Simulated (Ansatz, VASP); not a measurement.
**Nb: VASP beside Ansatz**

```
CELL_PARAMETERS angstrom
2.84545 0.00000 0.00000
-1.42273 2.46423 0.00000
0.00000 0.00000 10.41556
ATOMIC_POSITIONS crystal
Nb 0.00000 0.00000 0.00000
Nb 0.00000 0.00000 0.50000
Nb 0.33333 0.66667 0.25000
Nb 0.66667 0.33333 0.75000
```

Alike in both runs: task single point; functional RPBE; k mesh 14 × 14 × 4; occupations fermi-dirac, width 0.1 eV; no spin polarisation.

|  | VASP | Ansatz |
| --- | --- | --- |
| version | VASP 6.6.1 | Ansatz 0.2.0 |
| potentials or method | VASP PAW PBE potentials, release 64 (Nb_sv), cutoff 520 eV | plane waves (420 eV) with PAW, scalar-relativistic |
| valence electrons in the cell | 52 | 52 |

```tsv
	VASP	Ansatz	Ansatz less VASP
pressure (GPa)	6.5	6.8	+0.35
traceless stress, the component that is largest in VASP (GPa)	-0.49	-0.47	+0.024
```

VASP's potentials were made for PBE, not for RPBE.
